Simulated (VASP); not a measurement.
Te:

```
Te
1.0
     3.39927   -2.24666    0.00000
     3.39927    2.24666    0.00000
     0.00000    0.00000    9.16467
Te
4
Direct
  0.85000 0.15000 0.11700
  0.65000 0.35000 0.61700
  0.15000 0.85000 0.88300
  0.35000 0.65000 0.38300
```

| Property | Result |
| --- | --- |
| Program | VASP 6.6.1 |
| Task | relaxation of cell and atoms |
| Functional | PBEsol |
| Potentials or basis | VASP PAW PBE potentials, release 64 (Te) |
| Cutoff | 600 eV |
| k mesh | 4 × 4 × 2 |
| Occupations | gaussian, width 0.1 eV |
| Spin | no spin polarisation |

At the start: pressure 1.8 GPa; volume 35.00 Å³/atom.

Question: Where does the relaxation end?

Answer: Over 54 steps the energy falls by 584.1 meV/atom and the volume is 29.35 Å³/atom (-16.1 %); space group Cmce (No. 64, to 0.1 Å) before and after.

The path:
```tsv
step	energy change (eV)	largest force (eV/Å)	pressure (GPa)	volume (Å³)
1	0.0000	1.7265	1.84	139.98
3	-0.1916	0.3003	-2.20	144.13
5	-0.4605	0.5445	4.49	115.59
7	-0.5099	0.5327	1.78	121.93
9	-0.6113	0.4422	3.28	115.32
11	-0.8260	0.4234	-3.39	125.49
13	-1.0376	0.3624	-4.41	124.80
15	-1.4451	0.2725	-3.17	119.69
17	-1.4550	0.4174	-5.13	122.19
19	-1.6102	0.3846	-1.27	113.96
21	-1.6766	0.4710	-0.56	111.86
23	-1.7409	0.6586	1.13	107.97
25	-1.8260	0.0955	0.33	107.59
27	-1.8827	0.1550	-0.04	108.14
29	-1.8897	0.1681	-0.03	108.15
31	-1.9183	0.2082	0.84	107.06
33	-1.9190	0.2317	1.06	106.84
35	-1.9271	0.2529	0.87	107.30
37	-1.9460	0.3702	0.13	109.38
39	-2.0009	0.3033	-0.75	111.37
41	-2.0473	0.2718	-1.44	114.37
43	-2.1445	0.2251	-0.75	114.73
45	-2.3083	0.1254	1.15	115.25
47	-2.3273	0.1222	0.01	117.06
49	-2.3317	0.0917	0.16	116.82
51	-2.3356	0.0518	0.08	117.10
53	-2.3361	0.0285	-0.09	117.50
54	-2.3366	0.0267	-0.04	117.42
```

Final structure:
```
CELL_PARAMETERS angstrom
2.42348 -2.11193 0.00000
2.42348 2.11193 0.00000
0.00000 0.00000 11.47057
ATOMIC_POSITIONS crystal
Te 0.98441 0.01559 0.12533
Te 0.51559 0.48441 0.62533
Te 0.01559 0.98441 0.87467
Te 0.48441 0.51559 0.37467
```

Caveat: the k points lie up to 0.49 Å⁻¹ apart in the final cell, too coarse for converged energies and pressures of a metal; the volume moved by over 15 % at a fixed basis, so the end points are rough; the PAW data sets were made with another functional, which shifts forces and pressure a little.
